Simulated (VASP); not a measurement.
Wanted: the native input for a VASP 6.6.1 run.

```yaml
Task: single point
Functional: PBE
Potentials_or_basis: VASP PAW PBE potentials, release 64 (B, N)
Cutoff: 520 eV
k_mesh: 16 × 16 × 16
Occupations: fermi-dirac, width 0.05 eV
Spin: no spin polarisation
Dipole_correction: no
Further_INCAR_settings: ALGO = Normal; EDIFF = 1e-06; NBANDS = 11
```

The structure of BN (rocksalt type) lies in POSCAR:

```
BN
1.0
    0.0000000000      1.6665855675      1.6665855675
    1.6665855675      0.0000000000      1.6665855675
    1.6665855675      1.6665855675      0.0000000000
B N
1 1
Direct
    0.0000000000      0.0000000000      0.0000000000
    0.5000000000      0.5000000000      0.5000000000
```

One way to write it, as run:

INCAR

```
  PREC = Accurate
  ENCUT = 520
  EDIFF = 1E-6
  ISMEAR = -1
  SIGMA = 0.05
  LREAL = F
  LASPH = T
  NELM = 60
  ALGO = Normal
  ISIF = 2
  LWAVE = F
  LCHARG = F
  GGA = PE
  NBANDS = 11
```

KPOINTS

```
regular mesh
0
Gamma
  16 16 16
```

Potentials or basis: VASP PAW PBE potentials, release 64 (B, N).

Run with:

```console
$ cat potpaw_PBE.64/B/POTCAR potpaw_PBE.64/N/POTCAR > POTCAR
$ mpirun -np 1 vasp_std > vasp.out
```

It gave:

- Pressure: 76.0 GPa
- Band gap on the k mesh: 2.36 eV, indirect (least direct gap 6.36 eV)

Run time: 12 s on 1 thread of Intel(R) Xeon(R) Platinum 8488C (Sapphire Rapids), on a shared host, peak memory 0.12 GiB.
